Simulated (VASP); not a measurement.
Write the native input for VASP 6.6.1 that does the following.

- Task: single point
- Functional: LDA
- Potentials or basis: VASP PAW LDA potentials, release 64 (Si, O)
- Cutoff: 520 eV
- k mesh: 6 × 6 × 4
- Occupations: gaussian, width 0.02 eV
- Spin: no spin polarisation
- Dipole correction: no
- Further INCAR settings: ALGO = Normal; EDIFF = 1e-06; NBANDS = 34

The structure of SiO2 lies in POSCAR:

```
SiO2
1.0
    4.9883114126      0.0000000000      0.0000000000
   -2.4941557063      4.3200044053      0.0000000000
    0.0000000000      0.0000000000      5.5580041130
Si O
3 6
Direct
    0.0000000000      0.5000000000      0.3333333333
    0.5000000000      0.5000000000      0.6666666667
    0.5000000000      0.0000000000      0.0000000000
    0.5843949018      0.7921974509      0.8333333333
    0.7921974509      0.5843949018      0.5000000000
    0.7921974509      0.2078025491      0.1666666667
    0.4156050982      0.2078025491      0.8333333333
    0.2078025491      0.4156050982      0.5000000000
    0.2078025491      0.7921974509      0.1666666667
```

This cell differs from its parent crystal: biaxial strain in the a-b plane: -1.0 %.

One way to write it, as run:

INCAR

```
ALGO = Normal
EDIFF = 1E-6
ENCUT = 520
ISIF = 2
ISMEAR = 0
LASPH = True
LCHARG = False
LREAL = False
LWAVE = False
NBANDS = 34
NELM = 80
PREC = Accurate
SIGMA = 0.02
```

KPOINTS

```
k-points
0
Gamma
  6 6 4
```

Potentials or basis: VASP PAW LDA potentials, release 64 (Si, O).

Command:

```sh
$ cat potpaw_LDA.64/Si/POTCAR potpaw_LDA.64/O/POTCAR > POTCAR
$ mpirun -np 1 vasp_std > vasp.out
```

It gave:

| Property | Result |
| --- | --- |
| Pressure | 3.3 GPa |
| Largest force | 0.142 eV/Å |
| Band gap on the k mesh | 5.54 eV, indirect (least direct gap 5.70 eV) |

Caveat: the cell differs from its parent crystal (biaxial strain in the a-b plane: -1.0 %).

It took 50 s on 1 thread of AMD EPYC 9R14 (Zen 4) (shared host), peak memory 0.19 GiB.
